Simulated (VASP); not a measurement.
Wanted: the native input for a VASP 6.6.1 run.

* Task: single point
* Functional: PBE
* Potentials or basis: VASP PAW PBE potentials, release 64 (B, N)
* Cutoff: 520 eV
* k mesh: 12 × 12 × 12
* Occupations: gaussian, width 0.05 eV
* Spin: no spin polarisation
* Dipole correction: no
* Further INCAR settings: ALGO = Normal; EDIFF = 1e-07; NBANDS = 11

The structure of BN lies in POSCAR:

```
BN
1.0
    0.0000000000      1.7247179751      1.9236203158
    1.9236203158      0.0000000000      1.9236203158
    1.9236203158      1.7247179751      0.0000000000
B N
1 1
Direct
    0.0000000000      0.0000000000      0.0000000000
    0.7500000000      0.7500000000      0.7500000000
```

This cell differs from its parent crystal: volume 6.382 Å^3 an atom, c/a of the conventional cell 0.8966.

One way to write it, as run:

INCAR

```
SYSTEM = BN
  PREC = Accurate
  ENCUT = 520
  EDIFF = 1E-7
  ISMEAR = 0
  SIGMA = 0.05
  LREAL = .False.
  LASPH = .True.
  NELM = 80
  ALGO = Normal
  ISIF = 2
  LWAVE = .False.
  LCHARG = .False.
  GGA = PE
  NBANDS = 11
```

KPOINTS

```
regular mesh
0
Gamma
  12 12 12
  0 0 0
```

Potentials or basis: VASP PAW PBE potentials, release 64 (B, N).

Command:

```sh
$ cat potpaw_PBE.64/B/POTCAR potpaw_PBE.64/N/POTCAR > POTCAR
$ mpirun -np 1 vasp_std > vasp.out
```

Results of the run:

```json
{
 "Pressure": "-22.8 GPa",
 "Band gap on the k mesh": "2.78 eV, indirect (least direct gap 7.47 eV)"
}
```

Wall time 18 s on 1 thread of Intel Xeon 6975P-C (shared host), peak memory 0.13 GiB.
